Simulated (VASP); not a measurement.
## Ta: single point with PBE

Crystal: Ta.

```xyz
1
Lattice="-1.6513 1.6513 1.6513 1.6513 -1.6513 1.6513 1.6513 1.6513 -1.6513" Properties=species:S:1:pos:R:3 pbc="T T T"
Ta    0.0000    0.0000    0.0000
```

```
Program             : VASP 6.6.1
Task                : single point
Functional          : PBE
Potentials or basis : VASP PAW PBE potentials, release 64 (Ta_pv)
Cutoff              : 520 eV
k mesh              : 6 × 6 × 6
Occupations         : methfessel-paxton, width 0.05 eV
Spin                : no spin polarisation
```

```json
{
 "Pressure": "6.6 GPa"
}
```

Levels at points of the mesh, in eV from the Fermi level:
```
           k point  band 2  band 3  band 4  band 5  band 6  band 7  band 8  band 9
(0.00, 0.00, 0.00)  -33.09  -33.09   -7.87    0.75    0.75    0.75    4.03    4.03
(0.50, 0.00, 0.00)  -33.46  -33.09   -4.34   -1.52    1.63    3.91    4.93    7.80
(0.50, 0.50, 0.50)  -33.90  -33.90   -3.77   -3.77    6.84    6.84    6.84    8.70
```

Run time: 8.4 s on 1 thread of AMD EPYC 7R13, on a shared host, peak memory 0.11 GiB.

Caveat: the k points lie up to 0.45 Å⁻¹ apart; spin-orbit coupling is left out, which moves the levels of the heavy elements.
